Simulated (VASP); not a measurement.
# PtF2 (Cmmm) in VASP: further runs

The runs below take PtF2 through single point, relaxation of cell and atoms, with PBE, PBEsol.

Program: VASP 6.6.1. These are calculated values, not measurements. Logs are shortened: lines on timing, memory, paths and dates and some standing lists are left out, and cuts for length are marked.

### 1 The cell of the first run

It takes space group Cmmm (No. 65, orthorhombic). Conventional cell: a = 5.724 Å, b = 6.474 Å, c = 3.122 Å, α = 90.00°, β = 90.00°, γ = 90.00°. Pt (site symmetry mmm) has 4 F at 2.02 Å within 2.7 Å. Within 2.7 Å of F (site symmetry 2mm) lie 2 Pt at 2.02 Å and 1 F at 2.57 Å.

### 2 Single point, PBE

INCAR reads:

```
PREC     = Accurate       # precision mode
ENCUT    = 520            # plane-wave cutoff, eV
EDIFF    = 1E-6           # SCF threshold, eV
ISMEAR   = 0              # smearing method
SIGMA    = 0.1            # smearing width, eV
LREAL    = F              # projectors in reciprocal space
LASPH    = T              # aspherical terms in the spheres
NELM     = 80             # most SCF steps
ALGO     = Normal         # electronic algorithm
ISIF     = 2              # what is computed and relaxed
LWAVE    = F              # write WAVECAR
LCHARG   = F              # write CHGCAR
GGA      = PE             # functional
NBANDS   = 19             # bands
```

KPOINTS reads:

```
regular mesh
0
Gamma
  4 4 6
```

POSCAR reads:

```
PtF2
1.0
    2.8619924967     -3.2370228978      0.0000000000
    2.8619924967      3.2370228978      0.0000000000
    0.0000000000      0.0000000000      3.1215172646
Pt F
1 2
Direct
    0.5000000000      0.5000000000      0.5000000000
    0.7241820983      0.7241820983      0.0000000000
    0.2758179017      0.2758179017      0.0000000000
```

Potentials or basis: VASP PAW PBE potentials, release 64 (Pt, F).

Launch:

```
$ cat potpaw_PBE.64/Pt/POTCAR potpaw_PBE.64/F/POTCAR > POTCAR
$ mpirun -np 1 vasp_std > vasp.out
```

OUTCAR:

```text
PREC = Accurate
   ENCUT = 520
   EDIFF = 1E-6
   ISMEAR = 0
   LREAL = F
   LASPH = T
   NELM = 80
   ISIF = 2
   GGA = PE

 ion  position               nearest neighbor table
   1  0.500  0.500  0.500-   2 2.02   3 2.02   2 2.02   3 2.02
   2  0.724  0.724  0.000-   1 2.02   1 2.02
   3  0.276  0.276  0.000-   1 2.02   1 2.02

  LATTYP: Found a base centered orthorhombic cell.
 ALAT       =     5.7239849934
 B/A-ratio  =     1.1310382195
 C/A-ratio  =     0.5453398757

  Lattice vectors:

 A1 = (   2.8619924967,  -3.2370228978,   0.0000000000)
 A2 = (   2.8619924967,   3.2370228978,   0.0000000000)
 A3 = (   0.0000000000,   0.0000000000,   3.1215172646)

Analysis of symmetry for initial positions (statically):
=====================================================================
 Subroutine PRICEL returns:
 Original cell was already a primitive cell.

 Routine SETGRP: Setting up the symmetry group for a
 base centered orthorhombic supercell.

 Subroutine GETGRP returns: Found  8 space group operations
 (whereof  8 operations were pure point group operations)
 out of a pool of  8 trial point group operations.

The static configuration has the point symmetry D_2h.

Analysis of symmetry for dynamics (positions and initial velocities):
=====================================================================
 Subroutine PRICEL returns:
 Original cell was already a primitive cell.

 Routine SETGRP: Setting up the symmetry group for a
 base centered orthorhombic supercell.

 Subroutine GETGRP returns: Found  8 space group operations
 (whereof  8 operations were pure point group operations)
 out of a pool of  8 trial point group operations.

The dynamic configuration has the point symmetry D_2h.

 Subroutine INISYM returns: Found  8 space group operations
 (whereof  8 operations are pure point group operations),
 and found     1 'primitive' translations

----------------------------------------------------------------------------------------

                                     Primitive cell

  volume of cell :      57.8376

  direct lattice vectors                    reciprocal lattice vectors
     2.861992497 -3.237022898  0.000000000     0.174703463 -0.154462917  0.000000000
     2.861992497  3.237022898  0.000000000     0.174703463  0.154462917  0.000000000
     0.000000000  0.000000000  3.121517265     0.000000000  0.000000000  0.320357030

  length of vectors
     4.320800654  4.320800654  3.121517265     0.233195396  0.233195396  0.320357030

  position of ions in fractional coordinates (direct lattice)
     0.500000000  0.500000000  0.500000000
     0.724182098  0.724182098  0.000000000
     0.275817902  0.275817902  0.000000000

  ion indices of the primitive-cell ions
   primitive index   ion index
                 1           1
                 2           2
                 3           3

----------------------------------------------------------------------------------------

 KPOINTS: regular mesh

Automatic generation of k-mesh.
 Grid dimensions read from file:
 generate k-points for:    4    4    6

 Generating k-lattice:

  Cartesian coordinates                     Fractional coordinates (reciprocal lattice)
     0.043675866 -0.038615729  0.000000000     0.250000000  0.000000000  0.000000000
     0.043675866  0.038615729  0.000000000     0.000000000  0.250000000  0.000000000
     0.000000000  0.000000000  0.053392838     0.000000000  0.000000000  0.166666667

  Length of vectors
     0.058298849  0.058298849  0.053392838

  Shift w.r.t. Gamma in fractional coordinates (k-lattice)
     0.000000000  0.000000000  0.000000000

 Subroutine IBZKPT returns following result:
 ===========================================

 Found     28 irreducible k-points:

 Following reciprocal coordinates:
            Coordinates               Weight
  0.000000  0.000000  0.000000      1.000000
  0.250000  0.000000  0.000000      4.000000
  0.500000  0.000000  0.000000      2.000000
  0.250000  0.250000  0.000000      2.000000
  0.500000  0.250000  0.000000      4.000000
 -0.250000  0.250000  0.000000      2.000000
[... 16 lines left out ...]
  0.250000  0.000000  0.500000      4.000000
  0.500000  0.000000  0.500000      2.000000
 [... further k-points ...]
   k-points           NKPTS =     28   k-points in BZ     NKDIM =     28   number of bands    NBANDS=     19
   number of dos      NEDOS =    301   number of ions     NIONS =      3
   total plane-waves  NPLWV =  24576
   dimension x,y,z NGX =    32 NGY =   32 NGZ =   24
   dimension x,y,z NGXF=    64 NGYF=   64 NGZF=   48
   ions per type =               1   2
   NGX,Y,Z   is equivalent  to a cutoff of  12.31, 12.31, 12.78 a.u.
   NGXF,Y,Z  is equivalent  to a cutoff of  24.62, 24.62, 25.56 a.u.
 SYSTEM =  unknown system
   PREC   = accura    normal or accurate (medium, high low for compatibility)
   ISTART =      0    job   : 0-new  1-cont  2-samecut
   ICHARG =      2    charge: 1-file 2-atom 10-const
   ISPIN  =      1    spin polarized calculation?
   LNONCOLLINEAR =      F non collinear calculations
   LSORBIT =      F    spin-orbit coupling
   LASPH  =      T    aspherical Exc in radial PAW
   ENCUT  =  520.0 eV  38.22 Ry    6.18 a.u.   8.03  8.03  5.80*2*pi/ulx,y,z
   NELM   =     80;   NELMIN=  2; NELMDL= -5     # of ELM steps
   EDIFF  = 0.1E-05   stopping-criterion for ELM
   LREAL  =      F    real-space projection
   EDIFFG = 0.1E-04   stopping-criterion for IOM
   NSW    =      0    number of steps for IOM
   IBRION =     -1    ionic relax: 0-MD 1-quasi-New 2-CG
   NFREE  =      0    steps in history (QN), initial steepest desc. (CG)
   ISIF   =      2    stress and relaxation
   ISYM   =      2    0-nonsym 1-usesym 2-fastsym
   POTIM  = 0.5000    time-step for ionic-motion
   TEBEG  =    0.0;   TEEND  =   0.0 temperature during run
   PSTRESS=    0.0 pullay stress
   NELECT =      24.0000    total number of electrons
   NUPDOWN=      -1.0000    fix difference up-down
   EMIN   =  10.00;   EMAX   =-10.00  energy-range for DOS
   EFERMI =   0.00;   METHOD = LEGACY
   ISMEAR =     0;   SIGMA  =   0.10  broadening in eV -4-tet -1-fermi 0-gaus
   EFERMI_NEDOS =   21; number of points for ismear=-14 and -15
   IALGO  =     38    algorithm
   IMIX   =      4    mixing-type and parameters
     AMIX     =   0.40;   BMIX     =  1.00
     AMIX_MAG =   1.60;   BMIX_MAG =  1.00
  volume/ion in A,a.u.               =      19.28       130.10
  Fermi-wavevector in a.u.,A,eV,Ry     =   1.221074  2.307495 20.286575  1.491021
  Thomas-Fermi vector in A             =   2.356269
   LORBIT       =      0    0 simple, 1 ext, 2 COOP (PROOUT), +10 PAW based schemes
   GGA     = PE    functional components
   LHFCALC =     F    Hartree Fock is set to
   AEXX    =    0.0000 exact exchange contribution
   IVDW    =     0    specifies the selected vdW correction
   LEPSILON=     F    determine dielectric tensor
   LRPA    =     F    only Hartree local field effects (RPA)
 non-spin polarized calculation
 Gauss-broadening in eV      SIGMA  =   0.10
  energy-cutoff  :      520.00
  volume of cell :       57.84
 maximum number of plane-waves:      1578
   NGX = 17   NGY = 17   NGZ = 11

 number of electron      24.0000017 magnetization

 Free energy of the ion-electron system (eV)
  ---------------------------------------------------
  ext. energy  EPLUGINS =         0.00000000
  ---------------------------------------------------
  free energy    TOTEN  =       -12.12299861 eV

  energy without entropy =      -12.12299861  energy(sigma->0) =      -12.12299861

 E-fermi :   0.7318     XC(G=0):  -8.3790

 val. band max:        0.2028778321   @ k =   0.5000   0.5000   0.0000
 cond. band min:       1.3030212425   @ k =   0.2500   0.2500   0.5000
 fundamental gap:      1.1001434104
 Fermi energy:         0.7318345299

 k-point     1 :       0.0000    0.0000    0.0000
  band No.  band energies     occupation
      1     -24.0040      2.00000
      2     -23.3336      2.00000
      3      -7.4024      2.00000
      4      -7.3312      2.00000
      5      -5.0802      2.00000
      6      -5.0776      2.00000
[... 11 lines left out ...]
     18      12.9708      0.00000
     19      15.8096      0.00000

 k-point     2 :       0.2500    0.0000    0.0000
  band No.  band energies     occupation
      1     -23.9800      2.00000
      2     -23.3581      2.00000
      3      -7.4187      2.00000
      4      -7.2616      2.00000
      5      -5.0540      2.00000
      6      -4.9908      2.00000
[... 11 lines left out ...]
     18      14.1656      0.00000
     19      15.3205      0.00000

 k-point     3 :       0.5000    0.0000    0.0000
  band No.  band energies     occupation
      1     -23.9539      2.00000
      2     -23.3842      2.00000
      3      -7.4347      2.00000
      4      -7.1857      2.00000
      5      -5.0281      2.00000
      6      -4.8405      2.00000
[... 11 lines left out ...]
     18      13.1642      0.00000
     19      15.7443      0.00000

 k-point     4 :       0.2500    0.2500    0.0000
  band No.  band energies     occupation
      1     -23.9548      2.00000
      2     -23.3831      2.00000
      3      -7.4348      2.00000
      4      -7.1860      2.00000
      5      -5.0523      2.00000
      6      -5.0277      2.00000
[... 11 lines left out ...]
     18      15.2296      0.00000
     19      15.7506      0.00000

 k-point     5 :       0.5000    0.2500    0.0000
  band No.  band energies     occupation
      1     -23.9514      2.00000
      2     -23.3829      2.00000
      3      -7.4387      2.00000
      4      -7.3154      2.00000
      5      -5.0259      2.00000
      6      -4.9196      2.00000
[... 11 lines left out ...]
     18      15.2043      0.00000
     19      17.0842      0.00000

 k-point     6 :      -0.2500    0.2500    0.0000
  band No.  band energies     occupation
      1     -23.9765      2.00000
      2     -23.3578      2.00000
      3      -7.4226      2.00000
      4      -7.3813      2.00000
      5      -5.0522      2.00000
      6      -4.7738      2.00000
[... 11 lines left out ...]
     18      14.0099      0.00000
     19      15.8594      0.00000

 k-point     7 :       0.5000    0.5000    0.0000
  band No.  band energies     occupation
      1     -23.9489      2.00000
      2     -23.3814      2.00000
      3      -7.4427      2.00000
      4      -7.4317      2.00000
      5      -5.0236      2.00000
      6      -4.9798      2.00000
[... 11 lines left out ...]
     18      16.7442      0.00000
     19      17.2754      0.00000

 k-point     8 :       0.0000    0.0000    0.1667
  band No.  band energies     occupation
      1     -23.8980      2.00000
      2     -23.3997      2.00000
      3      -7.1462      2.00000
      4      -6.9977      2.00000
      5      -5.7413      2.00000
      6      -4.9074      2.00000
[... 256 lines left out ...]
 k-point    20 :      -0.2500    0.2500    0.3333
  band No.  band energies     occupation
      1     -23.6562      2.00000
      2     -23.5516      2.00000
      3      -6.9217      2.00000
      4      -6.4654      2.00000
      5      -6.0012      2.00000
      6      -5.1405      2.00000
[... 11 lines left out ...]
     18      12.6570      0.00000
     19      14.1994      0.00000

 k-point    21 :       0.5000    0.5000    0.3333
  band No.  band energies     occupation
      1     -23.6308      2.00000
      2     -23.5736      2.00000
      3      -6.8753      2.00000
      4      -6.4954      2.00000
      5      -6.0314      2.00000
      6      -5.4490      2.00000
[... 11 lines left out ...]
     18      12.5301      0.00000
     19      13.5851      0.00000

 k-point    22 :       0.0000    0.0000    0.5000
  band No.  band energies     occupation
      1     -23.5930      2.00000
      2     -23.5709      2.00000
      3      -7.3721      2.00000
      4      -5.5071      2.00000
      5      -5.4546      2.00000
      6      -5.3897      2.00000
[... 11 lines left out ...]
     18      14.3226      0.00000
     19      14.4448      0.00000

 k-point    23 :       0.2500    0.0000    0.5000
  band No.  band energies     occupation
      1     -23.6218      2.00000
      2     -23.5403      2.00000
      3      -7.3138      2.00000
      4      -5.5706      2.00000
      5      -5.5556      2.00000
      6      -5.3042      2.00000
[... 11 lines left out ...]
     18      13.2158      0.00000
     19      14.2652      0.00000

 k-point    24 :       0.5000    0.0000    0.5000
  band No.  band energies     occupation
      1     -23.6366      2.00000
      2     -23.5236      2.00000
      3      -7.2522      2.00000
      4      -5.6361      2.00000
      5      -5.6183      2.00000
      6      -5.2601      2.00000
[... 11 lines left out ...]
     18      13.1424      0.00000
     19      15.0659      0.00000

 [... further k-points ...]
[... 5 lines left out ...]
  --------------------------------------------------------------------------------------
  -------------------------------------------------------------------------------------
  Total        0.2553137      0.0217814      0.2075568     -0.0000000      0.0000000      0.0000000
  in kB        7.0725279      0.6033737      5.7495990     -0.0000000      0.0000000      0.0000000
  external PRESSURE =       4.4751669 kB  Pullay stress =       0.0000000 kB

 VOLUME and BASIS-vectors are now :
 -----------------------------------------------------------------------------
  energy-cutoff  :      520.00
  volume of cell :       57.84
      direct lattice vectors                 reciprocal lattice vectors
     2.861992497 -3.237022898  0.000000000     0.174703463 -0.154462917  0.000000000
     2.861992497  3.237022898  0.000000000     0.174703463  0.154462917  0.000000000
     0.000000000  0.000000000  3.121517265     0.000000000  0.000000000  0.320357030

 POSITION                                       TOTAL-FORCE (eV/Angst)
 -----------------------------------------------------------------------------------
      2.86199      0.00000      1.56076         0.000000      0.000000      0.000000
      4.14521      0.00000      0.00000         0.105979     -0.000000      0.000000
      1.57878      0.00000      0.00000        -0.105979     -0.000000      0.000000
 -----------------------------------------------------------------------------------
    total drift:                                0.000000      0.000000      0.000000

  FREE ENERGIE OF THE ION-ELECTRON SYSTEM (eV)
  ---------------------------------------------------
  free  energy   TOTEN  =       -12.1229986096 eV

  energy  without entropy=      -12.1229986096  energy(sigma->0) =      -12.12299861
```

Wall time 7.5 s (1 thread of Intel Xeon 6975P-C (Granite Rapids), shared host); peak memory 0.17 GiB.

What came out:

| Quantity | Value |
| --- | --- |
| Free energy | -12.1230 eV |
| Pressure | 0.4 GPa |
| Largest force | 0.106 eV/Å |
| Band gap on the k mesh | 1.10 eV, indirect (least direct gap 1.21 eV) |

Forces in eV/Å, atoms in the order of the input:
```
Pt   0.000  0.000  0.000
F    0.106  0.000  0.000
F   -0.106  0.000  0.000
```

Caveat: spin-orbit coupling is left out, which moves the levels of the heavy elements. A k mesh can miss the band edges.

### 3 Single point, PBE

INCAR reads:

```
SYSTEM = PtF2
PREC = Accurate ; ENCUT = 520
EDIFF = 1E-6 ; ISMEAR = 0
SIGMA = 0.1 ; LREAL = .FALSE.
LASPH = .TRUE. ; NELM = 60
ALGO = Normal ; ISIF = 2
LWAVE = .FALSE. ; LCHARG = .FALSE.
GGA = PE ; NBANDS = 19
```

KPOINTS reads:

```
Automatic mesh
0
G
  6 6 4
  0 0 0
```

POSCAR reads:

```
PtF2
1.0
    2.8619924967     -3.2370228978      0.0000000000
    2.8619924967      3.2370228978      0.0000000000
    0.0000000000      0.0000000000      3.1215172646
Pt F
1 2
Direct
    0.5000000000      0.5000000000      0.1604124985
    0.7241820983      0.7241820983      0.6604131557
    0.2758179017      0.2758179017      0.6604131557
```

Potentials or basis: VASP PAW PBE potentials, release 64 (Pt, F).

Launch:

```
$ cat potpaw_PBE.64/Pt/POTCAR potpaw_PBE.64/F/POTCAR > POTCAR
$ mpirun -np 1 vasp_std > vasp.out
```

Wall time 9.8 s (1 thread of Intel Xeon 6975P-C (Granite Rapids), shared host); peak memory 0.18 GiB.

The run converged. Its results:

| Property | Result |
| --- | --- |
| Free energy | -12.1232 eV |
| Pressure | 0.4 GPa |
| Largest force | 0.104 eV/Å |
| Band gap on the k mesh | 1.10 eV, indirect (least direct gap 1.21 eV) |

Forces in eV/Å, atoms in the order of the input:
```
Pt   0.000  0.000  0.000
F    0.104  0.000  0.000
F   -0.104  0.000  0.000
```

Stress tensor (GPa, compression positive):
```
0.69 0.00 0.00
0.00 0.06 0.00
0.00 0.00 0.60
```

Levels at points of the mesh, in eV from the valence-band top:
```csv
k point,band 10,band 11,band 12,band 13,band 14,band 15
"(0.00, 0.00, 0.00)",-0.81,-0.81,-0.10,2.22,2.70,7.53
"(0.50, 0.00, 0.00)",-0.83,-0.46,-0.06,2.21,4.03,5.28
"(0.50, 0.50, 0.00)",-0.86,-0.35,0.00,2.23,4.82,5.94
"(0.00, 0.00, 0.50)",-1.29,-0.35,-0.33,1.24,6.48,7.58
"(0.50, 0.00, 0.50)",-1.08,-0.23,-0.15,1.11,6.93,7.17
"(0.50, 0.50, 0.50)",-0.91,-0.18,-0.01,1.20,6.56,7.33
```

Caveat: the k points lie up to 0.50 Å⁻¹ apart; spin-orbit coupling is left out, which moves the levels of the heavy elements.

### 4 Relaxation of cell and atoms, PBE

INCAR reads:

```
ALGO = Normal ; EDIFF = 1E-6
EDIFFG = -0.04 ; ENCUT = 600
GGA = PE ; IBRION = 2
ISIF = 3 ; ISMEAR = 0
LASPH = T ; LCHARG = F
LREAL = F ; LWAVE = F
NELM = 60 ; NSW = 90
PREC = Accurate ; SIGMA = 0.1
```

KPOINTS reads:

```
k-points
0
Gamma
  4 4 6
```

POSCAR reads:

```
PtF2
1.0
    2.8619924967     -3.2370228978      0.0000000000
    2.8619924967      3.2370228978      0.0000000000
    0.0000000000      0.0000000000      3.1215172646
Pt F
1 2
Direct
    0.5000000000      0.5000000000      0.5000000000
    0.7241820983      0.7241820983      0.0000000000
    0.2758179017      0.2758179017      0.0000000000
```

Launch:

```
$ cat potpaw_PBE.64/Pt/POTCAR potpaw_PBE.64/F/POTCAR > POTCAR
$ mpirun -np 1 vasp_std > vasp.out
```

Run time: 22 s. Hardware: 1 thread of Intel Xeon 6975P-C (Granite Rapids), shared host; peak memory 0.21 GiB.

The run converged. Its results:

```
Free energy                            : -12.1268 eV
Relaxed volume                         : 19.33 Å³/atom
Relaxed cell                           : a = 4.324 Å, b = 4.324 Å, c = 3.125 Å, α = 90.00°, β = 90.00°, γ = 96.96°
Space group after relaxing (to 0.05 Å) : Cmmm (No. 65)
Energy gained by relaxing              : 0.2 meV/atom
Ionic steps                            : 3
Pressure after relaxing                : -0.1 GPa
Largest force after relaxing           : 0.021 eV/Å
Band gap on the k mesh                 : 1.09 eV, indirect (least direct gap 1.19 eV)
```

Forces on the atoms (eV/Å):
```
Pt   0.000  0.000  0.000
F    0.021  0.000  0.000
F   -0.021  0.000  0.000
```

Stress tensor (GPa, compression positive):
```
 0.08  0.00  0.00
 0.00  0.07  0.00
 0.00  0.00 -0.30
```

The path:
| step | energy change (eV) | largest force (eV/Å) | pressure (GPa) | volume (Å³) |
| --- | --- | --- | --- | --- |
| 1 | 0.0000 | 0.1003 | 0.41 | 57.84 |
| 2 | 0.0006 | 0.0964 | -0.70 | 58.25 |
| 3 | -0.0005 | 0.0206 | -0.05 | 58.00 |

Final structure:
```yaml
crystal:
  lattice:
    - [2.86638, -3.23758, 0.00000]
    - [2.86638, 3.23758, 0.00000]
    - [0.00000, 0.00000, 3.12515]
  atoms:
    - { symbol: Pt, position: [0.50000, 0.50000, 0.50000] }
    - { symbol: F, position: [0.72452, 0.72452, 0.00000] }
    - { symbol: F, position: [0.27548, 0.27548, 0.00000] }
```

Levels at points of the mesh, in eV from the valence-band top:
```tsv
k point	band 9	band 10	band 11	band 12	band 13	band 14	band 15	band 16
(0.00, 0.00, 0.00)	-1.44	-0.79	-0.79	-0.10	2.19	2.68	7.53	11.59
(0.50, 0.00, 0.00)	-1.39	-0.82	-0.45	-0.06	2.17	4.00	5.29	10.68
(0.50, 0.50, 0.00)	-1.41	-0.85	-0.34	0.00	2.20	4.79	5.95	7.39
(0.00, 0.00, 0.50)	-1.34	-1.27	-0.34	-0.33	1.22	6.45	7.58	10.81
(0.50, 0.00, 0.50)	-1.31	-1.07	-0.23	-0.14	1.09	6.89	7.18	9.37
(0.50, 0.50, 0.50)	-1.20	-0.90	-0.18	0.00	1.18	6.58	7.29	10.25
```

Caveat: spin-orbit coupling is left out, which moves the levels of the heavy elements. A k mesh can miss the band edges.

[end of part 1 of 2]
